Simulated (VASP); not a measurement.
# SiNi3 (Pm-3m) in VASP: notebook

Runs on SiNi3. Level: PBE. Tasks: single point, relaxation of cell and atoms.

Everything below comes from runs of VASP 6.6.1. Logs are shortened: lines on timing, memory, paths and dates and some standing lists are left out, and cuts for length are marked.

## (1) The cell of the first run

It takes space group Pm-3m (No. 221, cubic). Conventional cell: a = 3.619 Å, b = 3.619 Å, c = 3.619 Å, α = 90.00°, β = 90.00°, γ = 90.00°. Si (site symmetry m-3m) has 12 Ni at 2.56 Å within 3.4 Å. Ni (site symmetry 4/mmm) has 4 Si at 2.56 Å and 8 Ni at 2.56 Å within 3.4 Å.

## (2) Single point, PBE (volume scaled by 1.10)

The input, INCAR:

```
  ALGO = Normal
  EDIFF = 1E-6
  ENCUT = 520
  GGA = PE
  ISIF = 2
  ISMEAR = 0
  LASPH = T
  LCHARG = F
  LREAL = F
  LWAVE = F
  NBANDS = 25
  NELM = 60
  PREC = Accurate
  SIGMA = 0.1
```

The input, KPOINTS:

```
k-points
0
Gamma
  12 12 12
```

The input, POSCAR:

```
SiNi3
1.0
    3.6194502635      0.0000000000      0.0000000000
    0.0000000000      3.6194502635      0.0000000000
    0.0000000000      0.0000000000      3.6194502635
Si Ni
1 3
Direct
    0.0000000000      0.0000000000      0.0000000000
    0.0000000000      0.5000000000      0.5000000000
    0.5000000000      0.0000000000      0.5000000000
    0.5000000000      0.5000000000      0.0000000000
```

Potentials or basis: VASP PAW PBE potentials, release 64 (Si, Ni).

Launch:

```bash
cat potpaw_PBE.64/Si/POTCAR potpaw_PBE.64/Ni/POTCAR > POTCAR
mpirun -np 1 vasp_std > vasp.out
```

OUTCAR:

```text
EDIFF = 1E-6
   ENCUT = 520
   GGA = PE
   ISIF = 2
   ISMEAR = 0
   LASPH = T
   LREAL = F
   NELM = 60
   PREC = Accurate

 ion  position               nearest neighbor table
   1  0.000  0.000  0.000-   2 2.56   3 2.56   4 2.56   2 2.56   3 2.56   2 2.56   4 2.56   2 2.56
                             3 2.56   4 2.56   3 2.56   4 2.56
   2  0.000  0.500  0.500-   1 2.56   3 2.56   4 2.56   1 2.56   4 2.56   1 2.56   3 2.56   1 2.56
                             3 2.56   4 2.56   4 2.56   3 2.56
   3  0.500  0.000  0.500-   1 2.56   2 2.56   4 2.56   1 2.56   4 2.56   2 2.56   4 2.56   4 2.56
                             1 2.56   2 2.56   1 2.56   2 2.56
   4  0.500  0.500  0.000-   1 2.56   2 2.56   3 2.56   2 2.56   3 2.56   1 2.56   3 2.56   3 2.56
                             1 2.56   2 2.56   2 2.56   1 2.56

  LATTYP: Found a simple cubic cell.
 ALAT       =     3.6194502635

  Lattice vectors:

 A1 = (   3.6194502635,   0.0000000000,   0.0000000000)
 A2 = (   0.0000000000,   3.6194502635,   0.0000000000)
 A3 = (   0.0000000000,   0.0000000000,   3.6194502635)

Analysis of symmetry for initial positions (statically):
=====================================================================
 Subroutine PRICEL returns:
 Original cell was already a primitive cell.

 Routine SETGRP: Setting up the symmetry group for a
 simple cubic supercell.

 Subroutine GETGRP returns: Found 48 space group operations
 (whereof 48 operations were pure point group operations)
 out of a pool of 48 trial point group operations.

The static configuration has the point symmetry O_h .

Analysis of symmetry for dynamics (positions and initial velocities):
=====================================================================
 Subroutine PRICEL returns:
 Original cell was already a primitive cell.

 Routine SETGRP: Setting up the symmetry group for a
 simple cubic supercell.

 Subroutine GETGRP returns: Found 48 space group operations
 (whereof 48 operations were pure point group operations)
 out of a pool of 48 trial point group operations.

The dynamic configuration has the point symmetry O_h .

 Subroutine INISYM returns: Found 48 space group operations
 (whereof 48 operations are pure point group operations),
 and found     1 'primitive' translations

----------------------------------------------------------------------------------------
[... 90 lines left out ...]
   ICHARG =      2    charge: 1-file 2-atom 10-const
   ISPIN  =      1    spin polarized calculation?
   LNONCOLLINEAR =      F non collinear calculations
   LSORBIT =      F    spin-orbit coupling
   LASPH  =      T    aspherical Exc in radial PAW
   ENCUT  =  520.0 eV  38.22 Ry    6.18 a.u.   6.73  6.73  6.73*2*pi/ulx,y,z
   NELM   =     60;   NELMIN=  2; NELMDL= -5     # of ELM steps
   EDIFF  = 0.1E-05   stopping-criterion for ELM
   LREAL  =      F    real-space projection
   EDIFFG = 0.1E-04   stopping-criterion for IOM
   NSW    =      0    number of steps for IOM
   IBRION =     -1    ionic relax: 0-MD 1-quasi-New 2-CG
   NFREE  =      0    steps in history (QN), initial steepest desc. (CG)
   ISIF   =      2    stress and relaxation
   ISYM   =      2    0-nonsym 1-usesym 2-fastsym
   POTIM  = 0.5000    time-step for ionic-motion
   TEBEG  =    0.0;   TEEND  =   0.0 temperature during run
   PSTRESS=    0.0 pullay stress
   NELECT =      34.0000    total number of electrons
   NUPDOWN=      -1.0000    fix difference up-down
   EMIN   =  10.00;   EMAX   =-10.00  energy-range for DOS
   EFERMI =   0.00;   METHOD = LEGACY
   ISMEAR =     0;   SIGMA  =   0.10  broadening in eV -4-tet -1-fermi 0-gaus
   EFERMI_NEDOS =   21; number of points for ismear=-14 and -15
   IALGO  =     38    algorithm
   IMIX   =      4    mixing-type and parameters
     AMIX     =   0.40;   BMIX     =  1.00
     AMIX_MAG =   1.60;   BMIX_MAG =  1.00
  volume/ion in A,a.u.               =      11.85        80.00
  Fermi-wavevector in a.u.,A,eV,Ry     =   1.465295  2.769007 29.212942  2.147091
  Thomas-Fermi vector in A             =   2.581169
   LORBIT       =      0    0 simple, 1 ext, 2 COOP (PROOUT), +10 PAW based schemes
   GGA     = PE    functional components
   LHFCALC =     F    Hartree Fock is set to
   AEXX    =    0.0000 exact exchange contribution
   IVDW    =     0    specifies the selected vdW correction
   LEPSILON=     F    determine dielectric tensor
   LRPA    =     F    only Hartree local field effects (RPA)
 non-spin polarized calculation
 Gauss-broadening in eV      SIGMA  =   0.10
  energy-cutoff  :      520.00
  volume of cell :       47.42
 maximum number of plane-waves:      1328
 NGX is ok and might be reduce to    28
   NGX = 13   NGY = 13   NGZ = 13

 number of electron      34.0000063 magnetization

 Free energy of the ion-electron system (eV)
  ---------------------------------------------------
  ext. energy  EPLUGINS =         0.00000000
  ---------------------------------------------------
  free energy    TOTEN  =       -23.44974291 eV

  energy without entropy =      -23.43869276  energy(sigma->0) =      -23.44421783

 E-fermi :   9.2912     XC(G=0): -12.5813

 val. band max:        9.2757687862   @ k =   0.0833   0.0833   0.0000
 cond. band min:       9.3092812959   @ k =   0.4167   0.4167   0.3333
 fundamental gap:      0.0335125097
 Fermi energy:         9.2912201381

 k-point     1 :       0.0000    0.0000    0.0000
  band No.  band energies     occupation
      1      -1.9070      2.00000
      2       4.9884      2.00000
      3       5.7780      2.00000
      4       5.7780      2.00000
      5       6.2313      2.00000
      6       6.2313      2.00000
[... 661 lines left out ...]
     24      18.3720      0.00000
     25      19.1431      0.00000

 [... further k-points ...]
[... 5 lines left out ...]
  --------------------------------------------------------------------------------------
  -------------------------------------------------------------------------------------
  Total       -4.7450333     -4.7450333     -4.7450333      0.0000000     -0.0000000      0.0000000
  in kB     -160.3326630   -160.3326630   -160.3326630      0.0000000     -0.0000000      0.0000000
  external PRESSURE =    -160.3326630 kB  Pullay stress =       0.0000000 kB

 VOLUME and BASIS-vectors are now :
 -----------------------------------------------------------------------------
  energy-cutoff  :      520.00
  volume of cell :       47.42
      direct lattice vectors                 reciprocal lattice vectors
     3.619450264  0.000000000  0.000000000     0.276285051  0.000000000  0.000000000
     0.000000000  3.619450264  0.000000000     0.000000000  0.276285051  0.000000000
     0.000000000  0.000000000  3.619450264     0.000000000  0.000000000  0.276285051

 POSITION                                       TOTAL-FORCE (eV/Angst)
 -----------------------------------------------------------------------------------
      0.00000      0.00000      0.00000         0.000000      0.000000      0.000000
      0.00000      1.80973      1.80973         0.000000      0.000000      0.000000
      1.80973      0.00000      1.80973         0.000000      0.000000      0.000000
      1.80973      1.80973      0.00000         0.000000      0.000000      0.000000
 -----------------------------------------------------------------------------------
    total drift:                                0.000000      0.000000      0.000000

  FREE ENERGIE OF THE ION-ELECTRON SYSTEM (eV)
  ---------------------------------------------------
  free  energy   TOTEN  =       -23.4497429120 eV

  energy  without entropy=      -23.4386927556  energy(sigma->0) =      -23.44421783
```

OSZICAR:

```text
N       E                     dE             d eps       ncg     rms          rms(c)
DAV:   1     0.197968563052E+03    0.19797E+03   -0.15416E+04  4224   0.177E+03
DAV:   2    -0.165592742695E+02   -0.21453E+03   -0.20240E+03  4217   0.324E+02
DAV:   3    -0.268286942000E+02   -0.10269E+02   -0.98401E+01  4834   0.933E+01
DAV:   4    -0.270033834556E+02   -0.17469E+00   -0.17433E+00  4829   0.108E+01
DAV:   5    -0.270087630252E+02   -0.53796E-02   -0.53789E-02  5108   0.178E+00    0.179E+01
DAV:   6    -0.277639092889E+02   -0.75515E+00   -0.36030E+01  4813   0.104E+02    0.191E+01
DAV:   7    -0.235039304762E+02    0.42600E+01   -0.12754E+01  4916   0.593E+01    0.303E+00
DAV:   8    -0.234632870680E+02    0.40643E-01   -0.41183E-01  4476   0.437E+00    0.114E+00
DAV:   9    -0.234513657763E+02    0.11921E-01   -0.19594E-02  6083   0.178E+00    0.412E-01
DAV:  10    -0.234498469875E+02    0.15188E-02   -0.17068E-03  4774   0.349E-01    0.140E-01
DAV:  11    -0.234497606805E+02    0.86307E-04   -0.27342E-04  6338   0.243E-01    0.457E-02
DAV:  12    -0.234497460498E+02    0.14631E-04   -0.51889E-05  5142   0.838E-02    0.129E-02
DAV:  13    -0.234497442479E+02    0.18018E-05   -0.48430E-06  4511   0.160E-02    0.550E-03
DAV:  14    -0.234497428959E+02    0.13521E-05   -0.38212E-07  2227   0.526E-03    0.110E-03
DAV:  15    -0.234497429120E+02   -0.16130E-07   -0.67799E-08  2211   0.256E-03
   1 F= -.23449743E+02 E0= -.23444218E+02  d E =-.110502E-01
```

It took 74 s on 1 thread of AMD EPYC 9R14 (Zen 4), shared host; peak memory 0.18 GiB.

Results:

| Property | Result |
| --- | --- |
| Free energy | -23.4497 eV |
| Pressure | -16.0 GPa |
| Band gap on the k mesh | zero (band 17 reaches 9.31 eV, above the bottom of band 18 at 9.10 eV) |

Caveat: the cell differs from its parent crystal (volume scaled by 1.10).

## (3) Relaxation of cell and atoms, PBE

This run uses another cell than the first one, of 11.11 Å³/atom, 0.937 times its volume.

The input, INCAR:

```
SYSTEM = SiNi3
PREC = Accurate
ENCUT = 600
EDIFF = 1E-6
ISMEAR = 0
SIGMA = 0.1
LREAL = .False.
LASPH = .True.
NELM = 80
ALGO = Normal
ISIF = 3
LWAVE = .False.
LCHARG = .False.
GGA = PE
IBRION = 2
NSW = 100
EDIFFG = -0.005
```

The input, KPOINTS:

```
Automatic mesh
0
Gamma
  12 12 12
  0 0 0
```

The input, POSCAR:

```
SiNi3
1.0
    3.5420000000      0.0000000000      0.0000000000
    0.0000000000      3.5420000000      0.0000000000
    0.0000000000      0.0000000000      3.5420000000
Si Ni
1 3
Direct
    0.0000000000      0.0000000000      0.0000000000
    0.0000000000      0.5000000000      0.5000000000
    0.5000000000      0.0000000000      0.5000000000
    0.5000000000      0.5000000000      0.0000000000
```

Potentials or basis: VASP PAW PBE potentials, release 64 (Si, Ni).

Launch:

```bash
cat potpaw_PBE.64/Si/POTCAR potpaw_PBE.64/Ni/POTCAR > POTCAR
mpirun -np 1 vasp_std > vasp.out
```

It took 5.4 min on 1 thread of Intel Xeon 6975P-C, shared host; peak memory 0.22 GiB.

It converged, with:

* Free energy: -23.6858 eV
* Relaxed volume: 10.78 Å³/atom
* Relaxed cell: a = 3.506 Å, b = 3.506 Å, c = 3.506 Å, α = 90.00°, β = 90.00°, γ = 90.00°
* Space group after relaxing (to 0.05 Å): Pm-3m (No. 221)
* Energy gained by relaxing: 6.5 meV/atom
* Ionic steps: 3
* Pressure after relaxing: -0.1 GPa
* Band gap on the k mesh: zero (band 17 reaches 10.69 eV, above the bottom of band 18 at 10.45 eV)

The path:
| step | energy change (eV) | largest force (eV/Å) | pressure (GPa) | volume (Å³) |
| --- | --- | --- | --- | --- |
| 1 | 0.0000 | 0.0000 | -6.08 | 44.44 |
| 2 | 0.0020 | 0.0000 | 7.06 | 41.78 |
| 3 | -0.0261 | 0.0000 | -0.06 | 43.10 |

Final structure:
```
CELL_PARAMETERS angstrom
3.50618 0.00000 0.00000
0.00000 3.50618 0.00000
0.00000 0.00000 3.50618
ATOMIC_POSITIONS crystal
Si 0.00000 0.00000 0.00000
Ni 0.00000 0.50000 0.50000
Ni 0.50000 0.00000 0.50000
Ni 0.50000 0.50000 0.00000
```

Levels at points of the mesh, in eV from the Fermi level:
```
           k point  band 15  band 16  band 17  band 18  band 19  band 20
(0.00, 0.00, 0.00)    -0.62    -0.30     0.03     0.03     0.03     4.82
(0.50, 0.00, 0.00)    -1.14    -0.56     0.03     3.60     3.60     5.20
(0.50, 0.50, 0.00)    -1.11    -1.01    -0.94     0.65     0.65     5.59
(0.50, 0.50, 0.50)    -1.24    -0.39    -0.21    -0.21    -0.21     1.20
```
